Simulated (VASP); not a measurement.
Set up this calculation in VASP 6.6.1, as the native input.

* Task: single point
* Functional: PBE
* Potentials or basis: VASP PAW PBE potentials, release 64 (Pb_d, S)
* Cutoff: 520 eV
* k mesh: 6 × 6 × 4
* Occupations: gaussian, width 0.01 eV
* Spin: no spin polarisation
* Dipole correction: no
* Further INCAR settings: ALGO = Normal; EDIFF = 1e-06; NBANDS = 28

The structure of PbS lies in POSCAR:

```
PbS
1.0
    4.9233175372      0.0000000000      0.0000000000
   -2.4616587686      4.2637180581      0.0000000000
    0.0000000000      0.0000000000      5.9148537773
Pb S
2 2
Direct
    0.3333333333      0.6666666667      0.2500000000
    0.6666666667      0.3333333333      0.7500000000
    0.6666666667      0.3333333333      0.2500000000
    0.3333333333      0.6666666667      0.7500000000
```

The input as run:

INCAR

```
PREC = Accurate
ENCUT = 520
EDIFF = 1E-6
ISMEAR = 0
SIGMA = 0.01
LREAL = False
LASPH = True
NELM = 80
ALGO = Normal
ISIF = 2
LWAVE = False
LCHARG = True
GGA = PE
LELF = True
LVHAR = True
NBANDS = 28
```

KPOINTS

```
Automatic mesh
0
Gamma
  6 6 4
```

Potentials or basis: VASP PAW PBE potentials, release 64 (Pb_d, S).

Command:

```bash
$ cat potpaw_PBE.64/Pb_d/POTCAR potpaw_PBE.64/S/POTCAR > POTCAR
$ mpirun -np 1 vasp_std > vasp.out
```

It gave:

```
Pressure               : 2.8 GPa
Band gap on the k mesh : 1.36 eV
```

Caveat: spin-orbit coupling is left out, which moves the levels of the heavy elements.

It took 37 s on 1 thread of Intel(R) Xeon(R) 6975P-C (Granite Rapids) (shared host), peak memory 0.28 GiB.
